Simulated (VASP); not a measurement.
Wanted: the native input for a VASP 6.6.1 run.

* Task: single point
* Functional: PBE
* Potentials or basis: VASP PAW PBE potentials, release 64 (Br)
* Cutoff: 500 eV
* k mesh: 15 × 15 × 15
* Occupations: fermi-dirac, width 0.02 eV
* Spin: no spin polarisation
* Dipole correction: no
* Further INCAR settings: ALGO = Normal; EDIFF = 1e-06; NBANDS = 10

The structure of Br lies in POSCAR:

```
Br
1.0
    0.0000000000      2.3608544736      2.3608544736
    2.3608544736      0.0000000000      2.3608544736
    2.3608544736      2.3608544736      0.0000000000
Br
1
Direct
    0.0000000000      0.0000000000      0.0000000000
```

The input as run:

INCAR

```
PREC = Accurate ; ENCUT = 500
EDIFF = 1E-6 ; ISMEAR = -1
SIGMA = 0.02 ; LREAL = F
LASPH = T ; NELM = 120
ALGO = Normal ; ISIF = 2
LWAVE = F ; LCHARG = T
GGA = PE ; LELF = T
LVHAR = T ; NBANDS = 10
GGA_COMPAT = F
```

KPOINTS

```
Automatic mesh
0
Gamma
  15 15 15
```

Potentials or basis: VASP PAW PBE potentials, release 64 (Br).

Command:

```console
$ cat potpaw_PBE.64/Br/POTCAR > POTCAR
$ mpirun -np 1 vasp_std > vasp.out
```

Results of the run:

```json
{
 "Pressure": "0.0 GPa",
 "Band gap on the k mesh": "zero (an odd number of electrons rules out a gap without spin polarisation)"
}
```

Caveat: an odd number of electrons without spin polarisation forces a metal; a magnetic or distorted state may lie lower.

Wall time 15 s on 1 thread of Intel(R) Xeon(R) 6975P-C (Granite Rapids), with other jobs on the host, peak memory 0.15 GiB.
